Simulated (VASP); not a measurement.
# ZnO (P6_3mc) in VASP: a series of runs, part 2 of 2

VASP 6.6.1. Earlier steps stand in the parts before.

## (5) Single point, LDA (zz strain of -3 %)

File INCAR:

```
  PREC = Accurate
  ENCUT = 600
  EDIFF = 1E-6
  ISMEAR = -1
  SIGMA = 0.02
  LREAL = False
  LASPH = True
  NELM = 120
  ALGO = Normal
  ISIF = 2
  LWAVE = False
  LCHARG = True
  GGA = CA
  LELF = True
  LVHAR = True
  NBANDS = 26
  GGA_COMPAT = False
```

File KPOINTS:

```
regular mesh
0
Gamma
  11 11 6
```

File POSCAR:

```
ZnO
1.0
    3.2493987239      0.0000000000      0.0000000000
   -1.6246993619      2.8140618419      0.0000000000
    0.0000000000      0.0000000000      5.0476860000
Zn O
2 2
Direct
    0.3333333333      0.6666666667      0.0000000000
    0.6666666667      0.3333333333      0.5000000000
    0.3333333333      0.6666666667      0.3821000000
    0.6666666667      0.3333333333      0.8821000000
```

Potentials or basis: VASP PAW LDA potentials, release 64 (Zn, O).

Command:

```
> cat potpaw_LDA.64/Zn/POTCAR potpaw_LDA.64/O/POTCAR > POTCAR
> mpirun -np 1 vasp_std > vasp.out
```

OUTCAR:

```text
PREC = Accurate
   ENCUT = 600
   EDIFF = 1E-6
   ISMEAR = -1
   LREAL = False
   LASPH = True
   NELM = 120
   ISIF = 2
   GGA = CA

 ion  position               nearest neighbor table
   1  0.333  0.667  0.000-   3 1.93   4 1.97   4 1.97   4 1.97
   2  0.667  0.333  0.500-   4 1.93   3 1.97   3 1.97   3 1.97
   3  0.333  0.667  0.382-   1 1.93   2 1.97   2 1.97   2 1.97
   4  0.667  0.333  0.882-   2 1.93   1 1.97   1 1.97   1 1.97

  LATTYP: Found a hexagonal cell.
 ALAT       =     3.2493987239
 C/A-ratio  =     1.5534215493

  Lattice vectors:

 A1 = (   3.2493987239,   0.0000000000,   0.0000000000)
 A2 = (  -1.6246993619,   2.8140618419,   0.0000000000)
 A3 = (   0.0000000000,   0.0000000000,   5.0476860000)

Analysis of symmetry for initial positions (statically):
=====================================================================
 Subroutine PRICEL returns:
 Original cell was already a primitive cell.

 Routine SETGRP: Setting up the symmetry group for a
 hexagonal supercell.

 Subroutine GETGRP returns: Found 12 space group operations
 (whereof  6 operations were pure point group operations)
 out of a pool of 24 trial point group operations.

The static configuration has the point symmetry C_3v.
 The point group associated with its full space group is C_6v.

Analysis of symmetry for dynamics (positions and initial velocities):
=====================================================================
 Subroutine PRICEL returns:
 Original cell was already a primitive cell.

 Routine SETGRP: Setting up the symmetry group for a
 hexagonal supercell.

 Subroutine GETGRP returns: Found 12 space group operations
 (whereof  6 operations were pure point group operations)
 out of a pool of 24 trial point group operations.

The dynamic configuration has the point symmetry C_3v.
[... 120 lines left out ...]
   EFERMI_NEDOS =   21; number of points for ismear=-14 and -15
   IALGO  =     38    algorithm
   IMIX   =      4    mixing-type and parameters
     AMIX     =   0.40;   BMIX     =  1.00
     AMIX_MAG =   1.60;   BMIX_MAG =  1.00
  volume/ion in A,a.u.               =      11.54        77.87
  Fermi-wavevector in a.u.,A,eV,Ry     =   1.506952  2.847726 30.897518  2.270904
  Thomas-Fermi vector in A             =   2.617602
   LORBIT       =      0    0 simple, 1 ext, 2 COOP (PROOUT), +10 PAW based schemes
   GGA     = CA    functional components
   LHFCALC =     F    Hartree Fock is set to
   AEXX    =    0.0000 exact exchange contribution
   IVDW    =     0    specifies the selected vdW correction
   LEPSILON=     F    determine dielectric tensor
   LRPA    =     F    only Hartree local field effects (RPA)
 non-spin polarized calculation
  energy-cutoff  :      600.00
  volume of cell :       46.16
 maximum number of plane-waves:      1580
 NGX is ok and might be reduce to    28
   NGX = 13   NGY = 13   NGZ = 21

 number of electron      36.0000005 magnetization

 Free energy of the ion-electron system (eV)
  ---------------------------------------------------
  ext. energy  EPLUGINS =         0.00000000
  ---------------------------------------------------
  free energy    TOTEN  =       -21.13531556 eV

  energy without entropy =      -21.13531556  energy(sigma->0) =      -21.13531556

 E-fermi :   1.5471     XC(G=0): -11.6255

 val. band max:        1.1360994395   @ k =   0.0000   0.0000   0.0000
 cond. band min:       1.9648145040   @ k =   0.0000   0.0000   0.0000
 fundamental gap:      0.8287150644
 Fermi energy:         1.5470771950

 k-point     1 :       0.0000    0.0000    0.0000
  band No.  band energies     occupation
      1     -16.8937      2.00000
      2     -16.0147      2.00000
      3      -4.7526      2.00000
      4      -4.7526      2.00000
      5      -4.6896      2.00000
      6      -4.6769      2.00000
[... 685 lines left out ...]
     25      14.1016      0.00000
     26      15.6427      0.00000

 [... further k-points ...]

------------------------ aborting loop because EDIFF is reached ----------------------------------------

  FORCE on cell =-STRESS in cart. coord.  units (eV):
  Direction    XX          YY          ZZ          XY          YZ          ZX
  --------------------------------------------------------------------------------------
  -------------------------------------------------------------------------------------
  Total       -1.2860077     -1.2860077      1.0568638     -0.0000000      0.0000000      0.0000000
  in kB      -44.6401014    -44.6401014     36.6860214     -0.0000000      0.0000000      0.0000000
  external PRESSURE =     -17.5313938 kB  Pullay stress =       0.0000000 kB

 VOLUME and BASIS-vectors are now :
 -----------------------------------------------------------------------------
  energy-cutoff  :      600.00
  volume of cell :       46.16
      direct lattice vectors                 reciprocal lattice vectors
     3.249398724  0.000000000  0.000000000     0.307749244  0.177679109  0.000000000
    -1.624699362  2.814061842  0.000000000     0.000000000  0.355358217  0.000000000
     0.000000000  0.000000000  5.047686000     0.000000000  0.000000000  0.198110580

 POSITION                                       TOTAL-FORCE (eV/Angst)
 -----------------------------------------------------------------------------------
     -0.00000      1.87604      0.00000         0.000000     -0.000000     -0.271818
      1.62470      0.93802      2.52384        -0.000000      0.000000     -0.271818
     -0.00000      1.87604      1.92872        -0.000000      0.000000      0.271818
      1.62470      0.93802      4.45256         0.000000      0.000000      0.271818
 -----------------------------------------------------------------------------------
    total drift:                               -0.000000     -0.000000      0.000023

  FREE ENERGIE OF THE ION-ELECTRON SYSTEM (eV)
  ---------------------------------------------------
  free  energy   TOTEN  =       -21.1353155619 eV

  energy  without entropy=      -21.1353155619  energy(sigma->0) =      -21.13531556
```

OSZICAR:

```text
N       E                     dE             d eps       ncg     rms          rms(c)
DAV:   1     0.309480600440E+03    0.30948E+03   -0.19793E+04  3376   0.225E+03
DAV:   2     0.100649601070E+02   -0.29942E+03   -0.28087E+03  3460   0.440E+02
DAV:   3    -0.234939826360E+02   -0.33559E+02   -0.33070E+02  3694   0.147E+02
DAV:   4    -0.242011295432E+02   -0.70715E+00   -0.70528E+00  3692   0.214E+01
DAV:   5    -0.242047713020E+02   -0.36418E-02   -0.36415E-02  3588   0.161E+00    0.151E+01
DAV:   6    -0.210373382586E+02    0.31674E+01   -0.59628E+00  5234   0.612E+01    0.964E+00
DAV:   7    -0.212019433193E+02   -0.16461E+00   -0.27260E+00  3426   0.166E+01    0.569E+00
DAV:   8    -0.211866169219E+02    0.15326E-01   -0.56614E-01  4420   0.723E+00    0.167E+00
DAV:   9    -0.211331951384E+02    0.53422E-01   -0.10556E-01  4850   0.673E+00    0.326E-01
DAV:  10    -0.211353622838E+02   -0.21671E-02   -0.35937E-02  3380   0.133E+00    0.891E-02
DAV:  11    -0.211353212888E+02    0.40995E-04   -0.45333E-04  3894   0.379E-01    0.248E-02
DAV:  12    -0.211353156286E+02    0.56603E-05   -0.92305E-05  4248   0.311E-01    0.761E-03
DAV:  13    -0.211353168753E+02   -0.12467E-05   -0.99084E-06  4486   0.770E-02    0.993E-03
DAV:  14    -0.211353155530E+02    0.13223E-05   -0.46388E-06  3300   0.183E-02    0.161E-03
DAV:  15    -0.211353155619E+02   -0.89858E-08   -0.19643E-07  1678   0.463E-03
   1 F= -.21135316E+02 E0= -.21135316E+02  d E =-.506129E-11
```

Wall time 79 s (1 thread of Intel Xeon 6975P-C (Granite Rapids), shared host); peak memory 0.2 GiB.

What came out:

```yaml
Free_energy: -21.1353 eV
Pressure: -1.8 GPa
Largest_force: 0.272 eV/Å
Band_gap_on_the_k_mesh: 0.83 eV, direct
```

Forces on the atoms (eV/Å):
```
Zn   0.000  0.000 -0.272
Zn   0.000  0.000 -0.272
O    0.000  0.000  0.272
O    0.000  0.000  0.272
```

Stress tensor (GPa, compression positive):
```
-4.46  0.00  0.00
 0.00 -4.46  0.00
 0.00  0.00  3.67
```

Levels at points of the mesh, in eV from the valence-band top:
| k point | band 14 | band 15 | band 16 | band 17 | band 18 | band 19 | band 20 | band 21 | band 22 | band 23 |
| --- | --- | --- | --- | --- | --- | --- | --- | --- | --- | --- |
| (0.00, 0.00, 0.00) | -0.91 | -0.91 | -0.04 | 0.00 | 0.00 | 0.83 | 5.11 | 8.53 | 12.54 | 12.54 |
| (0.00, 0.00, 0.50) | -2.18 | -0.45 | -0.45 | -0.45 | -0.45 | 3.53 | 3.53 | 10.30 | 10.30 | 12.83 |

Caveat: the cell differs from its parent crystal (zz strain of -3 %).

## (6) Overview

| cell | cutoff (eV) | gap on the mesh (eV) | pressure (GPa) | largest force (eV/Å) |
| --- | --- | --- | --- | --- |
| a = 3.152, b = 3.152, c = 5.204 Å, angles 90.0, 90.0, 120.0°, 4 atoms | 520 | 0.79 | 3.6 | 0.35 |
| a = 3.217, b = 3.217, c = 5.204 Å, angles 90.0, 90.0, 120.0°, 4 atoms | 520 | 0.76 | -3.2 | 0.13 |
| a = 3.314, b = 3.314, c = 5.204 Å, angles 90.0, 90.0, 120.0°, 4 atoms | 520 | 0.70 | -10.8 | 0.08 |
| a = 3.249, b = 3.249, c = 5.048 Å, angles 90.0, 90.0, 120.0°, 4 atoms | 600 | 0.83 | -1.8 | 0.27 |

Alike in all rows: task single point; level LDA; potentials or basis VASP PAW LDA potentials, release 64 (Zn, O); no spin polarisation; k mesh 11 × 11 × 6; smearing fermi-dirac 0.02 eV.

Absolute energies hang on the potentials; compare differences alone.
